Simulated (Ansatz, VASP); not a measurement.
**One calculation of NaIn2, two programs**

```
Na In
1.0
     0.00000    4.42931    4.42931
     4.42931    0.00000    4.42931
     4.42931    4.42931    0.00000
Na In
2 4
Direct
  0.00000 0.00000 0.00000
  0.25000 0.25000 0.25000
  0.62500 0.62500 0.62500
  0.12500 0.62500 0.62500
  0.62500 0.62500 0.12500
  0.62500 0.12500 0.62500
```

Alike in both runs: task relaxation of cell and atoms; functional PBE; k mesh 8 × 8 × 8; occupations gaussian, width 0.1 eV; no spin polarisation.

```csv
,VASP,Ansatz
version,VASP 6.6.1,Ansatz 0.2.0
potentials or method,"VASP PAW PBE potentials, release 64 (Na_pv, In_d), cutoff 600 eV","scalar-relativistic, plane waves, PAW"
valence electrons in the cell,66,70
```

```tsv
	VASP	Ansatz	Ansatz less VASP
gap on the k mesh at the Fermi level, each at its own relaxed structure (eV)	none	none	-
relaxed volume (Å³/atom)	28.97	28.97	0.000
relaxed length of the cell vector where the two differ most in proportion (Å)	6.264	6.264	0.0000
```

A gap of «none» marks a metal or a gap that the smearing closes. VASP's potentials hold 66 valence electrons a cell and Ansatz's 70, so a difference there can come from the potentials and not from the codes.

Noted on VASP's run: the relaxation stopped at its first step, so nothing moved.
